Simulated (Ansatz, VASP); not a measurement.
# Two plane-wave programs on Si2C3

```
CELL_PARAMETERS angstrom
2.77401 0.00000 0.00000
-1.38700 2.40236 0.00000
0.00000 0.00000 13.97760
ATOMIC_POSITIONS crystal
Si 0.33333 0.66667 0.00000
Si 0.33333 0.66667 0.34901
Si 0.33333 0.66667 0.65099
Si 0.66667 0.33333 0.50000
C 0.33333 0.66667 0.14092
C 0.33333 0.66667 0.85908
C 0.66667 0.33333 0.17720
C 0.66667 0.33333 0.28814
C 0.66667 0.33333 0.71186
C 0.66667 0.33333 0.82280
```

Alike in both runs: task relaxation of cell and atoms; functional PBE; k mesh 6 × 6 × 2; occupations gaussian, width 0.1 eV; no spin polarisation.

```csv
,VASP,Ansatz
version,VASP 6.6.1,Ansatz 0.2.0
potentials or method,"VASP PAW PBE potentials, release 64 (Si, C), cutoff 600 eV","scalar-relativistic, plane waves, PAW"
valence electrons in the cell,40,40
```

|  | VASP | Ansatz | Ansatz less VASP |
| --- | --- | --- | --- |
| gap on the k mesh at the Fermi level, each at its own relaxed structure (eV) | none | none | - |
| relaxed volume (Å³/atom) | 9.29 | 9.29 | 0.000 |
| relaxed cell length with the largest relative difference (Å) | 13.856 | 13.863 | +0.0069 |

A gap of «none» marks a metal or a gap that the smearing closes.

The k mesh is coarse, so the values compare programs but aren't converged.
